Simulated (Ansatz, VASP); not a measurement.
## Two plane-wave programs on CaO

The input INCAR:

```
PREC = Accurate ; ENCUT = 520
EDIFF = 1E-7 ; ISMEAR = 0
SIGMA = 0.05 ; LREAL = F
LASPH = T ; NELM = 80
ALGO = Normal ; ISIF = 2
LWAVE = F ; LCHARG = F
GGA = PE ; NBANDS = 24
```

KPOINTS

```
regular mesh
0
Gamma
  9 9 6
```

Contents of POSCAR:

```
CaO
1.0
    4.0223038880      0.0000000000      0.0000000000
   -2.0111519440      3.4834173488      0.0000000000
    0.0000000000      0.0000000000      4.6385208437
Ca O
2 2
Direct
    0.3333333333      0.6666666667      0.7500000000
    0.6666666667      0.3333333333      0.2500000000
    0.3333333333      0.6666666667      0.2500000000
    0.6666666667      0.3333333333      0.7500000000
```

Input for Ansatz:

```yaml
crystal:
  lattice:
    - [4.022303888, 0.0, 0.0]
    - [-2.011151944, 3.4834173488, 0.0]
    - [0.0, 0.0, 4.6385208437]
  atoms:
    - { symbol: Ca, position: [0.3333333333, 0.6666666667, 0.75] }
    - { symbol: Ca, position: [0.6666666667, 0.3333333333, 0.25] }
    - { symbol: O, position: [0.3333333333, 0.6666666667, 0.25] }
    - { symbol: O, position: [0.6666666667, 0.3333333333, 0.75] }
basis:
  ecutwfc: 520.0
kpoints:
  mp_grid: { grid: [9, 9, 6] }
hamiltonian:
  xc: pbe
scf:
  occupations: { method: gaussian, width: 0.05 }
output:
  forces: true
  stress: true
  eigenvalues: true
```

Alike in both runs: task single point; functional PBE; k mesh 9 × 9 × 6; occupations gaussian, width 0.05 eV; no spin polarisation.

```csv
,VASP,Ansatz
version,VASP 6.6.1,Ansatz 0.2.0
potentials or method,"VASP PAW PBE potentials, release 64 (Ca_sv, O), cutoff 520 eV","scalar-relativistic, plane waves, PAW"
valence electrons in the cell,32,32
```

Ansatz gave:

```
gap on the k mesh at the Fermi level (eV)                     : 3.09
least direct gap on the mesh (eV)                             : 3.09
pressure (GPa)                                                : 3.1
traceless stress, the component that is largest in VASP (GPa) : 4.33
```

What did VASP give for the same quantities?

gap on the k mesh at the Fermi level (eV): 3.07; least direct gap on the mesh (eV): 3.07; pressure (GPa): 3.6; traceless stress, the component that is largest in VASP (GPa): 4.52.
